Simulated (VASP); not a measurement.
# W3S2 (P-3m1) in VASP: notebook

The runs below take W3S2 through single point, with PBE.

Everything below comes from runs of VASP 6.6.1. Logs are shortened: lines on timing, memory, paths and dates and some standing lists are left out, and cuts for length are marked.

## 1. The cell of the first run

The structure is trigonal, space group P-3m1 (No. 164). Conventional cell: a = 4.029 Å, b = 4.029 Å, c = 6.269 Å, α = 90.00°, β = 90.00°, γ = 120.00°. Within 3.7 Å of W (site symmetry -3m) lie 6 S at 2.79 Å and 6 W at 3.22 Å. W (site symmetry 3m) has 4 S at 2.43 to 2.51 Å and 6 W at 2.95 to 3.22 Å within 3.3 Å. S (site symmetry 3m) has 7 W at 2.43 to 2.79 Å within 3.2 Å.

## 2. Single point, PBE

Contents of INCAR:

```
SYSTEM = W3S2
ALGO = Normal
EDIFF = 1E-6
ENCUT = 520
GGA = PE
ISIF = 2
ISMEAR = 0
LASPH = .True.
LCHARG = .True.
LELF = .True.
LREAL = .False.
LVHAR = .True.
LWAVE = .False.
NBANDS = 35
NELM = 80
PREC = Accurate
SIGMA = 0.1
```

Contents of KPOINTS:

```
k-points
0
Gamma
  6 6 4
  0 0 0
```

Contents of POSCAR:

```
W3S2
1.0
    4.0291171832      0.0000000000      0.0000000000
   -2.0145585916      3.4893178355      0.0000000000
    0.0000000000      0.0000000000      6.2686518612
W S
3 2
Direct
    0.0000000000      0.0000000000      0.0000000000
    0.3333333333      0.6666666667      0.6450000000
    0.6666666667      0.3333333333      0.3550000000
    0.3333333333      0.6666666667      0.2450000000
    0.6666666667      0.3333333333      0.7550000000
```

Potentials or basis: VASP PAW PBE potentials, release 64 (W_sv, S).

Command:

```bash
$ cat potpaw_PBE.64/W_sv/POTCAR potpaw_PBE.64/S/POTCAR > POTCAR
$ mpirun -np 1 vasp_std > vasp.out
```

OUTCAR:

```text
SYSTEM = W3S2
   EDIFF = 1E-6
   ENCUT = 520
   GGA = PE
   ISIF = 2
   ISMEAR = 0
   LASPH = .True.
   LREAL = .False.
   NELM = 80
   PREC = Accurate

 ion  position               nearest neighbor table
   1  0.000  0.000  0.000-   4 2.79   5 2.79   5 2.79   4 2.79   5 2.79   4 2.79   2 3.22   3 3.22
                             2 3.22   3 3.22   3 3.22   2 3.22
   2  0.333  0.667  0.645-   5 2.43   5 2.43   5 2.43   4 2.51   3 2.95   3 2.95   3 2.95   1 3.22
                             1 3.22   1 3.22
   3  0.667  0.333  0.355-   4 2.43   4 2.43   4 2.43   5 2.51   2 2.95   2 2.95   2 2.95   1 3.22
                             1 3.22   1 3.22
   4  0.333  0.667  0.245-   3 2.43   3 2.43   3 2.43   2 2.51   1 2.79   1 2.79   1 2.79
   5  0.667  0.333  0.755-   2 2.43   2 2.43   2 2.43   3 2.51   1 2.79   1 2.79   1 2.79

  LATTYP: Found a hexagonal cell.
 ALAT       =     4.0291171832
 C/A-ratio  =     1.5558375635

  Lattice vectors:

 A1 = (   4.0291171832,   0.0000000000,   0.0000000000)
 A2 = (  -2.0145585916,   3.4893178355,   0.0000000000)
 A3 = (   0.0000000000,   0.0000000000,   6.2686518612)

Analysis of symmetry for initial positions (statically):
=====================================================================
 Subroutine PRICEL returns:
 Original cell was already a primitive cell.

 Routine SETGRP: Setting up the symmetry group for a
 hexagonal supercell.

 Subroutine GETGRP returns: Found 12 space group operations
 (whereof 12 operations were pure point group operations)
 out of a pool of 24 trial point group operations.

The static configuration has the point symmetry D_3d.

Analysis of symmetry for dynamics (positions and initial velocities):
=====================================================================
 Subroutine PRICEL returns:
 Original cell was already a primitive cell.

 Routine SETGRP: Setting up the symmetry group for a
 hexagonal supercell.

 Subroutine GETGRP returns: Found 12 space group operations
 (whereof 12 operations were pure point group operations)
 out of a pool of 24 trial point group operations.

The dynamic configuration has the point symmetry D_3d.

 Subroutine INISYM returns: Found 12 space group operations
 (whereof 12 operations are pure point group operations),
 and found     1 'primitive' translations

----------------------------------------------------------------------------------------

                                     Primitive cell

  volume of cell :      88.1302

  direct lattice vectors                    reciprocal lattice vectors
     4.029117183  0.000000000  0.000000000     0.248193327  0.143294484  0.000000000
    -2.014558592  3.489317836  0.000000000     0.000000000  0.286588969  0.000000000
     0.000000000  0.000000000  6.268651861     0.000000000  0.000000000  0.159523933

  length of vectors
     4.029117183  4.029117183  6.268651861     0.286588969  0.286588969  0.159523933

  position of ions in fractional coordinates (direct lattice)
     0.000000000  0.000000000  0.000000000
     0.333333333  0.666666667  0.645000000
     0.666666667  0.333333333  0.355000000
     0.333333333  0.666666667  0.245000000
     0.666666667  0.333333333  0.755000000

  ion indices of the primitive-cell ions
   primitive index   ion index
                 1           1
                 2           2
                 3           3
                 4           4
                 5           5

----------------------------------------------------------------------------------------

 KPOINTS: k-points

Automatic generation of k-mesh.
 Grid dimensions read from file:
 generate k-points for:    6    6    4

 Generating k-lattice:

  Cartesian coordinates                     Fractional coordinates (reciprocal lattice)
     0.041365555  0.023882414  0.000000000     0.166666667 -0.000000000  0.000000000
     0.000000000  0.047764828  0.000000000     0.000000000  0.166666667  0.000000000
     0.000000000  0.000000000  0.039880983     0.000000000  0.000000000  0.250000000

  Length of vectors
     0.047764828  0.047764828  0.039880983

  Shift w.r.t. Gamma in fractional coordinates (k-lattice)
     0.000000000  0.000000000  0.000000000

 Subroutine IBZKPT returns following result:
 ===========================================

 Found     24 irreducible k-points:

 Following reciprocal coordinates:
            Coordinates               Weight
  0.000000  0.000000  0.000000      1.000000
  0.166667  0.000000  0.000000      6.000000
  0.333333  0.000000  0.000000      6.000000
  0.500000  0.000000  0.000000      3.000000
  0.166667  0.166667  0.000000      6.000000
  0.333333  0.166667  0.000000     12.000000
[... 16 lines left out ...]
  0.333333  0.166667  0.500000     12.000000
  0.333333  0.333333  0.500000      2.000000
   k-points           NKPTS =     24   k-points in BZ     NKDIM =     24   number of bands    NBANDS=     35
   number of dos      NEDOS =    301   number of ions     NIONS =      5
   total plane-waves  NPLWV =  43200
   dimension x,y,z NGX =    30 NGY =   30 NGZ =   48
   dimension x,y,z NGXF=    60 NGYF=   60 NGZF=   96
   ions per type =               3   2
   NGX,Y,Z   is equivalent  to a cutoff of  12.38, 12.38, 12.73 a.u.
   NGXF,Y,Z  is equivalent  to a cutoff of  24.76, 24.76, 25.46 a.u.
 SYSTEM =  W3S2
   PREC   = accura    normal or accurate (medium, high low for compatibility)
   ISTART =      0    job   : 0-new  1-cont  2-samecut
   ICHARG =      2    charge: 1-file 2-atom 10-const
   ISPIN  =      1    spin polarized calculation?
   LNONCOLLINEAR =      F non collinear calculations
   LSORBIT =      F    spin-orbit coupling
   LASPH  =      T    aspherical Exc in radial PAW
   ENCUT  =  520.0 eV  38.22 Ry    6.18 a.u.   7.49  7.49 11.66*2*pi/ulx,y,z
   NELM   =     80;   NELMIN=  2; NELMDL= -5     # of ELM steps
   EDIFF  = 0.1E-05   stopping-criterion for ELM
   LREAL  =      F    real-space projection
   EDIFFG = 0.1E-04   stopping-criterion for IOM
   NSW    =      0    number of steps for IOM
   IBRION =     -1    ionic relax: 0-MD 1-quasi-New 2-CG
   NFREE  =      0    steps in history (QN), initial steepest desc. (CG)
   ISIF   =      2    stress and relaxation
   ISYM   =      2    0-nonsym 1-usesym 2-fastsym
   POTIM  = 0.5000    time-step for ionic-motion
   TEBEG  =    0.0;   TEEND  =   0.0 temperature during run
   PSTRESS=    0.0 pullay stress
   NELECT =      54.0000    total number of electrons
   NUPDOWN=      -1.0000    fix difference up-down
   EMIN   =  10.00;   EMAX   =-10.00  energy-range for DOS
   EFERMI =   0.00;   METHOD = LEGACY
   ISMEAR =     0;   SIGMA  =   0.10  broadening in eV -4-tet -1-fermi 0-gaus
   EFERMI_NEDOS =   21; number of points for ismear=-14 and -15
   IALGO  =     38    algorithm
   IMIX   =      4    mixing-type and parameters
     AMIX     =   0.40;   BMIX     =  1.00
     AMIX_MAG =   1.60;   BMIX_MAG =  1.00
  volume/ion in A,a.u.               =      17.63       118.95
  Fermi-wavevector in a.u.,A,eV,Ry     =   1.390479  2.627625 26.305952  1.933433
  Thomas-Fermi vector in A             =   2.514410
   LORBIT       =      0    0 simple, 1 ext, 2 COOP (PROOUT), +10 PAW based schemes
   GGA     = PE    functional components
   LHFCALC =     F    Hartree Fock is set to
   AEXX    =    0.0000 exact exchange contribution
   IVDW    =     0    specifies the selected vdW correction
   LEPSILON=     F    determine dielectric tensor
   LRPA    =     F    only Hartree local field effects (RPA)
 non-spin polarized calculation
 Gauss-broadening in eV      SIGMA  =   0.10
  energy-cutoff  :      520.00
  volume of cell :       88.13
 maximum number of plane-waves:      2389
 NGX is ok and might be reduce to    30
   NGX = 15   NGY = 15   NGZ = 23

 number of electron      54.0000017 magnetization

 Free energy of the ion-electron system (eV)
  ---------------------------------------------------
  ext. energy  EPLUGINS =         0.00000000
  ---------------------------------------------------
  free energy    TOTEN  =       -42.87817832 eV

  energy without entropy =      -42.84107033  energy(sigma->0) =      -42.85962433

 E-fermi :   9.3136     XC(G=0): -11.9516

 val. band max:        9.2998812618   @ k =   0.3333   0.0000   0.2500
 cond. band min:       9.3268881861   @ k =   0.5000   0.0000   0.5000
 fundamental gap:      0.0270069243
 Fermi energy:         9.3136133081

 k-point     1 :       0.0000    0.0000    0.0000
  band No.  band energies     occupation
      1     -65.3019      2.00000
      2     -65.0394      2.00000
      3     -65.0050      2.00000
      4     -29.5502      2.00000
      5     -29.4315      2.00000
      6     -29.4315      2.00000
[... 27 lines left out ...]
     34      11.3509      0.00000
     35      12.4116      0.00000

 k-point     2 :       0.1667    0.0000    0.0000
  band No.  band energies     occupation
      1     -65.3018      2.00000
      2     -65.0373      2.00000
      3     -65.0070      2.00000
      4     -29.5574      2.00000
      5     -29.4551      2.00000
      6     -29.4415      2.00000
[... 27 lines left out ...]
     34      11.9405      0.00000
     35      12.6961      0.00000

 k-point     3 :       0.3333    0.0000    0.0000
  band No.  band energies     occupation
      1     -65.3016      2.00000
      2     -65.0319      2.00000
      3     -65.0120      2.00000
      4     -29.5629      2.00000
      5     -29.4762      2.00000
      6     -29.4589      2.00000
[... 27 lines left out ...]
     34      12.1256      0.00000
     35      12.5742      0.00000
[... 723 lines left out ...]
 k-point    23 :       0.3333    0.1667    0.5000
  band No.  band energies     occupation
      1     -65.3014      2.00000
      2     -65.0276      2.00000
      3     -65.0161      2.00000
      4     -29.5599      2.00000
      5     -29.4936      2.00000
      6     -29.4679      2.00000
[... 27 lines left out ...]
     34      11.5157      0.00000
     35      12.8739      0.00000

 k-point    24 :       0.3333    0.3333    0.5000
  band No.  band energies     occupation
      1     -65.3013      2.00000
      2     -65.0218      2.00000
      3     -65.0218      2.00000
      4     -29.5662      2.00000
      5     -29.4951      2.00000
      6     -29.4951      2.00000
[... 27 lines left out ...]
     34      11.6401      0.00000
     35      12.9978      0.00000

------------------------ aborting loop because EDIFF is reached ----------------------------------------

  FORCE on cell =-STRESS in cart. coord.  units (eV):
  Direction    XX          YY          ZZ          XY          YZ          ZX
  --------------------------------------------------------------------------------------
  -------------------------------------------------------------------------------------
  Total       -9.7573442     -9.7573442    -10.3797237      0.0000000     -0.0000000     -0.0000000
  in kB     -177.3853007   -177.3853007   -188.6999536      0.0000000     -0.0000000     -0.0000000
  external PRESSURE =    -181.1568517 kB  Pullay stress =       0.0000000 kB

 VOLUME and BASIS-vectors are now :
 -----------------------------------------------------------------------------
  energy-cutoff  :      520.00
  volume of cell :       88.13
      direct lattice vectors                 reciprocal lattice vectors
     4.029117183  0.000000000  0.000000000     0.248193327  0.143294484  0.000000000
    -2.014558592  3.489317836  0.000000000     0.000000000  0.286588969  0.000000000
     0.000000000  0.000000000  6.268651861     0.000000000  0.000000000  0.159523933

 POSITION                                       TOTAL-FORCE (eV/Angst)
 -----------------------------------------------------------------------------------
      0.00000      0.00000      0.00000         0.000000      0.000000      0.000000
     -0.00000      2.32621      4.04328        -0.000000      0.000000      0.694138
      2.01456      1.16311      2.22537        -0.000000     -0.000000     -0.694138
     -0.00000      2.32621      1.53582         0.000000     -0.000000      0.464149
      2.01456      1.16311      4.73283         0.000000      0.000000     -0.464149
 -----------------------------------------------------------------------------------
    total drift:                                0.000000      0.000000     -0.000000

  FREE ENERGIE OF THE ION-ELECTRON SYSTEM (eV)
  ---------------------------------------------------
  free  energy   TOTEN  =       -42.8781783174 eV

  energy  without entropy=      -42.8410703329  energy(sigma->0) =      -42.85962433
```

It took 2.2 min on 1 thread of Intel Xeon 8259CL, shared host; peak memory 0.23 GiB.

Results:

* Free energy: -42.8782 eV
* Pressure: -18.1 GPa
* Largest force: 0.694 eV/Å
* Band gap on the k mesh: zero (bands 27 and 28 overlap by 0.71 eV)

Forces in eV/Å, atoms in the order of the input:
```
W    0.000  0.000  0.000
W    0.000  0.000  0.694
W    0.000  0.000 -0.694
S    0.000  0.000  0.464
S    0.000  0.000 -0.464
```

Levels at points of the mesh, in eV from the Fermi level:
```csv
k point,band 24,band 25,band 26,band 27,band 28,band 29,band 30,band 31
"(0.00, 0.00, 0.00)",-1.40,-0.31,-0.31,0.28,0.40,0.40,0.62,0.62
"(0.50, 0.00, 0.00)",-1.36,-0.97,-0.91,-0.19,-0.16,-0.13,0.26,1.36
"(0.00, 0.00, 0.50)",-2.09,-1.43,-0.86,-0.86,-0.22,0.86,1.27,2.78
"(0.50, 0.00, 0.50)",-1.67,-1.15,-0.71,0.01,0.25,0.49,0.75,1.67
```

Caveat: the cell stands under tension; spin-orbit coupling is left out, which moves the levels of the heavy elements.

(Continued in part 2 of 2.)
